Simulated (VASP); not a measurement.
Here is a VASP 6.6.1 calculation.

Contents of INCAR:

```
SYSTEM = W
PREC = Accurate ; ENCUT = 500
EDIFF = 1E-6 ; ISMEAR = 0
SIGMA = 0.1 ; LREAL = .FALSE.
LASPH = .TRUE. ; NELM = 120
ALGO = Normal ; ISIF = 2
LWAVE = .FALSE. ; LCHARG = .FALSE.
GGA = PS ; NBANDS = 13
GGA_COMPAT = .FALSE.
```

Contents of KPOINTS:

```
Automatic mesh
0
G
  8 8 8
  0 0 0
```

File POSCAR:

```
W
1.0
   -1.5777842238      1.5777842238      1.5777842238
    1.5777842238     -1.5777842238      1.5777842238
    1.5777842238      1.5777842238     -1.5777842238
W
1
Direct
    0.0000000000      0.0000000000      0.0000000000
```

Potentials or basis: VASP PAW PBE potentials, release 64 (W_sv).

The run is started by

```sh
$ cat potpaw_PBE.64/W_sv/POTCAR > POTCAR
$ mpirun -np 1 vasp_std > vasp.out
```

Q: Estimate the pressure.

A: 0.7 GPa.

Q: Estimate the band gap on the k mesh.

A: Zero (band 7 reaches 16.65 eV, above the bottom of band 8 at 10.16 eV).

Caveat: the PAW data sets were made with another functional, which shifts forces and pressure a little; spin-orbit coupling is left out, which moves the levels of the heavy elements.
